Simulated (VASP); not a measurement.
Crystal: Ga.

```
CELL_PARAMETERS angstrom
2.75977 0.00000 0.00000
0.00000 3.25958 0.00000
-1.33441 0.00000 3.96349
ATOMIC_POSITIONS crystal
Ga 0.13460 0.75000 0.77017
Ga 0.86540 0.25000 0.22983
```

This cell differs from its parent crystal: volume scaled by 0.98.

Base run:

| Quantity | Value |
| --- | --- |
| Program | VASP 6.6.1 |
| Functional | LDA |
| Potentials or basis | VASP PAW LDA potentials, release 64 (Ga_d) |
| Cutoff | 520 eV |
| k mesh | 10 × 8 × 7 |
| Occupations | fermi-dirac, width 0.05 eV |
| Spin | no spin polarisation |

Its results: band gap on the k mesh zero (band 13 reaches 9.99 eV, above the bottom of band 14 at 1.59 eV); pressure -1.6 GPa; largest force 0.073 eV/Å.

Problem. The run is repeated on the same cell with these changes: functional from LDA to r2SCAN; potentials or basis from VASP PAW LDA potentials, release 64 (Ga_d) to VASP PAW PBE potentials, release 64 (Ga_d). What comes out?

Solution. Band gap on the k mesh zero (band 13 reaches 10.35 eV, above the bottom of band 14 at 1.51 eV); pressure 1.2 GPa; largest force 0.068 eV/Å.

Caveats: the PAW data sets were made with another functional, which shifts forces and pressure a little (some runs).
